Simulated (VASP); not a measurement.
Set up this calculation in VASP 6.6.1, as the native input.

* Task: single point
* Functional: PBEsol
* Potentials or basis: VASP PAW PBE potentials, release 64 (Nb_sv)
* Cutoff: 520 eV
* k mesh: 22 × 22 × 22
* Occupations: gaussian, width 0.15 eV
* Spin: no spin polarisation
* Dipole correction: no
* Further INCAR settings: ALGO = Fast; EDIFF = 1e-06; NBANDS = 12

The structure of Nb lies in POSCAR:

```
Nb
1.0
    0.0000000000      2.1439762034      2.0582171553
    2.1439762034      0.0000000000      2.0582171553
    2.1439762034      2.1439762034      0.0000000000
Nb
1
Direct
    0.0000000000      0.0000000000      0.0000000000
```

This cell differs from its parent crystal: ratio of the length along z to the lengths across it x 0.96, volume and fractional coordinates fixed.

These files were run (other wordings do the same):

INCAR

```
SYSTEM = Nb
ALGO = Fast ; EDIFF = 1E-6
ENCUT = 520 ; GGA = PS
ISIF = 2 ; ISMEAR = 0
LASPH = .True. ; LCHARG = .True.
LELF = .True. ; LREAL = .False.
LVHAR = .True. ; LWAVE = .False.
NBANDS = 12 ; NELM = 100
PREC = Accurate ; SIGMA = 0.15
```

KPOINTS

```
k-points
0
Gamma
  22 22 22
  0 0 0
```

Potentials or basis: VASP PAW PBE potentials, release 64 (Nb_sv).

Launch:

```bash
$ cat potpaw_PBE.64/Nb_sv/POTCAR > POTCAR
$ mpirun -np 1 vasp_std > vasp.out
```

Results of the run:

The pressure is -7.5 GPa and the band gap on the k mesh is zero (an odd number of electrons rules out a gap without spin polarisation).

Caveat: the cell stands under tension; the PAW data sets were made with another functional, which shifts forces and pressure a little.

Wall time 5.2 min on 1 thread of Intel Xeon 8259CL, with other jobs on the host, peak memory 0.3 GiB.
